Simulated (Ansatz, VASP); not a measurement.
This is a calculation of SnO2 for Ansatz 0.2.0.

input.yaml

```yaml
crystal:
  lattice:
    - [-3.3126170399, 3.4814373938, 3.4809795876]
    - [3.3126170399, -3.4814373938, 3.4809795876]
    - [3.3126170399, 3.4814373938, -3.4809795876]
  atoms:
    - { symbol: Sn, position: [0.5, 0.0, 0.0] }
    - { symbol: Sn, position: [0.5, 0.5, 0.5] }
    - { symbol: Sn, position: [0.003599, 0.753599, 0.25] }
    - { symbol: Sn, position: [0.996401, 0.246401, 0.75] }
    - { symbol: O, position: [0.806496, 0.803774, 0.497278] }
    - { symbol: O, position: [0.806496, 0.309218, 0.002722] }
    - { symbol: O, position: [0.302435, 0.24594, 0.056495] }
    - { symbol: O, position: [0.689445, 0.24594, 0.443505] }
    - { symbol: O, position: [0.310555, 0.75406, 0.556495] }
    - { symbol: O, position: [0.193504, 0.690782, 0.997278] }
    - { symbol: O, position: [0.697565, 0.75406, 0.943505] }
    - { symbol: O, position: [0.193504, 0.196226, 0.502722] }
hamiltonian:
  xc: pbesol
  pseudopotentials: { kind: paw }
kpoints:
  mp_grid: { grid: [6, 6, 6] }
scf:
  occupations: { method: fermi_dirac, width: 0.05 }
output:
  forces: true
  stress: true
  eigenvalues: true
```

Potentials or basis: Ansatz PAW.

Launch:

```console
$ ansatz run input.yaml --threads 4 --pin off --max-ram 11264MiB --backend cpu --events-out ev --progress --plain --runs-dir out
```

Translate it to VASP 6.6.1. Potentials there: VASP PAW PBE potentials, release 64 (Sn_d, O).

As run (the cutoff follows the program's own potentials):

INCAR

```
ALGO = Normal
EDIFF = 1E-7
ENCUT = 520
GGA = PS
ISIF = 2
ISMEAR = -1
LASPH = True
LCHARG = False
LREAL = False
LWAVE = False
NBANDS = 64
NELM = 60
PREC = Accurate
SIGMA = 0.05
```

KPOINTS

```
k-points
0
Gamma
  6 6 6
```

Contents of POSCAR:

```
SnO2
1.0
   -3.3126170399      3.4814373938      3.4809795876
    3.3126170399     -3.4814373938      3.4809795876
    3.3126170399      3.4814373938     -3.4809795876
Sn O
4 8
Direct
    0.5000000000      0.0000000000      0.0000000000
    0.5000000000      0.5000000000      0.5000000000
    0.0035990000      0.7535990000      0.2500000000
    0.9964010000      0.2464010000      0.7500000000
    0.8064960000      0.8037740000      0.4972780000
    0.8064960000      0.3092180000      0.0027220000
    0.3024350000      0.2459400000      0.0564950000
    0.6894450000      0.2459400000      0.4435050000
    0.3105550000      0.7540600000      0.5564950000
    0.1935040000      0.6907820000      0.9972780000
    0.6975650000      0.7540600000      0.9435050000
    0.1935040000      0.1962260000      0.5027220000
```

Potentials or basis: VASP PAW PBE potentials, release 64 (Sn_d, O).

Launch:

```console
$ cat potpaw_PBE.64/Sn_d/POTCAR potpaw_PBE.64/O/POTCAR > POTCAR
$ mpirun -np 1 vasp_std > vasp.out
```

Both were run:

|  | VASP | Ansatz | Ansatz less VASP |
| --- | --- | --- | --- |
| pressure (GPa) | -14.4 | -14.9 | -0.44 |
| traceless stress, the component that is largest in VASP (GPa) | -2.69 | -2.86 | -0.167 |
| rms of the force components (eV/Å) | 0.119 | 0.125 | +0.0060 |

VASP's potentials were made for PBE, not for PBEsol. Atom by atom the forces differ by 0.006 eV/Å (rms over components).
